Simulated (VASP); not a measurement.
Ge: single point with PBEsol

Ge:

```
Ge
1.0
    -2.57449    2.57449    1.39741
     2.57449   -2.57449    1.39741
     2.57449    2.57449   -1.39741
Ge
2
Direct
  0.25000 0.75000 0.50000
  0.50000 0.50000 0.00000
```

```
Program                : VASP 6.6.1
Task                   : single point
Functional             : PBEsol
Potentials or basis    : VASP PAW PBE potentials, release 64 (Ge_d)
Cutoff                 : 500 eV
k mesh                 : 12 × 12 × 12
Occupations            : fermi-dirac, width 0.05 eV
Spin                   : no spin polarisation
Dipole correction      : no
Further INCAR settings : ALGO = Normal; EDIFF = 1e-06; NBANDS = 21
```

The pressure is -0.9 GPa and the band gap on the k mesh is zero (bands 14 and 15 overlap by 5.10 eV).

Stress tensor (GPa, compression positive):
```
-1.28  0.00  0.00
 0.00 -1.28  0.00
 0.00  0.00 -0.25
```

Levels at points of the mesh, in eV from the Fermi level:
```csv
k point,band 12,band 13,band 14,band 15,band 16,band 17
"(0.00, 0.00, 0.00)",-4.07,-2.34,-2.34,3.25,7.59,7.59
"(0.50, 0.00, 0.00)",-6.39,-2.64,-2.01,-1.35,2.46,3.56
"(0.50, 0.50, 0.00)",-10.57,0.61,0.61,1.90,1.90,7.53
"(0.50, 0.50, 0.50)",-8.88,-5.93,-5.93,6.16,6.16,11.01
```

Wall time 37 s on 1 thread of Intel(R) Xeon(R) 6975P-C (Granite Rapids), on a shared host, peak memory 0.22 GiB.

Caveat: the PAW data sets were made with another functional, which shifts forces and pressure a little.
